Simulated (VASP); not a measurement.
Input of a VASP 6.6.1 run:

The input INCAR:

```
  ALGO = Normal
  EDIFF = 1E-6
  ENCUT = 520
  GGA = PE
  ISIF = 2
  ISMEAR = 0
  LASPH = T
  LCHARG = T
  LELF = T
  LREAL = F
  LVHAR = T
  LWAVE = F
  NBANDS = 20
  NELM = 100
  PREC = Accurate
  SIGMA = 0.02
```

File KPOINTS:

```
k-points
0
Gamma
  12 12 4
```

POSCAR

```
SnSe2
1.0
    3.8726282198      0.0000000000      0.0000000000
   -1.9363141099      3.3537944178      0.0000000000
    0.0000000000      0.0000000000      7.1942974281
Sn Se
1 2
Direct
    0.0000000000      0.0000000000      0.0000000000
    0.3333333333      0.6666666667      0.2216699383
    0.6666666667      0.3333333333      0.7783300617
```

Potentials or basis: VASP PAW PBE potentials, release 64 (Sn_d, Se).

Run with:

```bash
$ cat potpaw_PBE.64/Sn_d/POTCAR potpaw_PBE.64/Se/POTCAR > POTCAR
$ mpirun -np 1 vasp_std > vasp.out
```

Q: Estimate the largest force.

A: 0.010 eV/Å.

Q: Predict the pressure.

A: 0.0 GPa.

Q: What does it give for the band gap on the k mesh?

A: 0.71 eV, indirect (least direct gap 1.07 eV).

Forces on the atoms (eV/Å):
```
Sn   0.000  0.000  0.000
Se   0.000  0.000  0.010
Se   0.000  0.000 -0.010
```

Caveat: spin-orbit coupling is left out, which moves the levels of the heavy elements; this functional lacks dispersion, which binds the layers, so the pressure and a relaxed spacing across them are unreliable. A k mesh can miss the band edges.
